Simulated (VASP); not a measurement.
Set up this calculation in VASP 6.6.1, as the native input.

- Task: single point
- Functional: HSE06
- Potentials or basis: VASP PAW PBE potentials, release 64 (Sn_d, Te)
- Cutoff: 400 eV
- k mesh: 4 × 4 × 4
- Occupations: fermi-dirac, width 0.05 eV
- Spin: no spin polarisation
- Dipole correction: no
- Grid for exact exchange (PRECFOCK): Normal
- Further INCAR settings: ALGO = Normal; EDIFF = 1e-06; NBANDS = 17
- Share of exact exchange: 0.25
- Screening parameter: 0.2079 1/Å

Crystal: SnTe (rock salt type).

```
Sn Te
1.0
     0.00000    3.11715    3.11715
     3.11715    0.00000    3.11715
     3.11715    3.11715    0.00000
Sn Te
1 1
Direct
  0.00000 0.00000 0.00000
  0.50000 0.50000 0.50000
```

The input as run:

POSCAR

```
SnTe
1.0
    0.0000000000      3.1171471880      3.1171471880
    3.1171471880      0.0000000000      3.1171471880
    3.1171471880      3.1171471880      0.0000000000
Sn Te
1 1
Direct
    0.0000000000      0.0000000000      0.0000000000
    0.5000000000      0.5000000000      0.5000000000
```

INCAR.step1

```
ALGO     = Normal         # electronic algorithm
EDIFF    = 1E-5           # SCF threshold, eV
ENCUT    = 400            # plane-wave cutoff, eV
GGA      = PE             # functional
GGA_COMPAT= F            
ISIF     = 2              # what is computed and relaxed
ISMEAR   = -1             # smearing method
LASPH    = T              # aspherical terms in the spheres
LREAL    = F              # projectors in reciprocal space
LWAVE    = T              # write WAVECAR
NBANDS   = 17             # bands
NELM     = 120            # most SCF steps
PREC     = Accurate       # precision mode
SIGMA    = 0.05           # smearing width, eV
```

INCAR.step2

```
ALGO     = Normal         # electronic algorithm
EDIFF    = 1E-6           # SCF threshold, eV
ENCUT    = 400            # plane-wave cutoff, eV
GGA      = PE             # functional
GGA_COMPAT= F            
HFSCREEN = 0.2079         # screening, 1/A
ISIF     = 2              # what is computed and relaxed
ISMEAR   = -1             # smearing method
ISTART   = 1            
LASPH    = T              # aspherical terms in the spheres
LCHARG   = T              # write CHGCAR
LELF     = T              # ELF
LHFCALC  = T              # exact exchange
LREAL    = F              # projectors in reciprocal space
LVHAR    = T            
LWAVE    = F              # write WAVECAR
NBANDS   = 17             # bands
NELM     = 120            # most SCF steps
PREC     = Accurate       # precision mode
PRECFOCK = Normal       
SIGMA    = 0.05           # smearing width, eV
```

KPOINTS

```
k-points
0
Gamma
  4 4 4
```

Potentials or basis: VASP PAW PBE potentials, release 64 (Sn_d, Te).

Command:

```console
$ cat potpaw_PBE.64/Sn_d/POTCAR potpaw_PBE.64/Te/POTCAR > POTCAR
$ cp INCAR.step1 INCAR
$ mpirun -np 1 vasp_std > vasp.out
$ cp INCAR.step2 INCAR
$ mpirun -np 1 vasp_std > vasp.out
```

Results of the run:

```
Pressure               : 1.9 GPa
Band gap on the k mesh : 0.17 eV
```

Caveat: the k points lie up to 0.44 Å⁻¹ apart; the PAW data sets were made with another functional, which shifts forces and pressure a little; spin-orbit coupling is left out, which moves the levels of the heavy elements.

It took 17 min on 1 thread of Intel Xeon 8259CL, with other jobs on the host, peak memory 0.25 GiB.
